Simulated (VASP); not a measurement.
Wanted: the native input for a VASP 6.6.1 run.

| Quantity | Value |
| --- | --- |
| Task | single point |
| Functional | PBEsol |
| Potentials or basis | VASP PAW PBE potentials, release 64 (Zn, O) |
| Cutoff | 520 eV |
| k mesh | 9 × 9 × 6 |
| Occupations | gaussian, width 0.05 eV |
| Spin | no spin polarisation |
| Dipole correction | no |
| Further INCAR settings | ALGO = Normal; EDIFF = 1e-07; NBANDS = 26 |

The structure of ZnO lies in POSCAR:

```
ZnO
1.0
    3.1681637558      0.0000000000      0.0000000000
   -1.5840818779      2.7437102959      0.0000000000
    0.0000000000      0.0000000000      4.9436100000
Zn O
2 2
Direct
    0.3333333333      0.6666666667      0.0000000000
    0.6666666667      0.3333333333      0.5000000000
    0.3333333333      0.6666666667      0.3821000000
    0.6666666667      0.3333333333      0.8821000000
```

This cell differs from its parent crystal: strain -0.025 along x and y, -0.050 along z.

The input as run:

INCAR

```
PREC = Accurate
ENCUT = 520
EDIFF = 1E-7
ISMEAR = 0
SIGMA = 0.05
LREAL = False
LASPH = True
NELM = 80
ALGO = Normal
ISIF = 2
LWAVE = False
LCHARG = False
GGA = PS
NBANDS = 26
```

KPOINTS

```
Automatic mesh
0
Gamma
  9 9 6
```

Potentials or basis: VASP PAW PBE potentials, release 64 (Zn, O).

The run is started by

```sh
$ cat potpaw_PBE.64/Zn/POTCAR potpaw_PBE.64/O/POTCAR > POTCAR
$ mpirun -np 1 vasp_std > vasp.out
```

It gave:

| Quantity | Value |
| --- | --- |
| Pressure | 18.0 GPa |
| Largest force | 0.369 eV/Å |
| Band gap on the k mesh | 0.87 eV, direct |

Caveat: the cell differs from its parent crystal (strain -0.025 along x and y, -0.050 along z); the PAW data sets were made with another functional, which shifts forces and pressure a little.

Wall time 25 s on 1 thread of Intel(R) Xeon(R) 6975P-C (Granite Rapids) (shared host), peak memory 0.18 GiB.
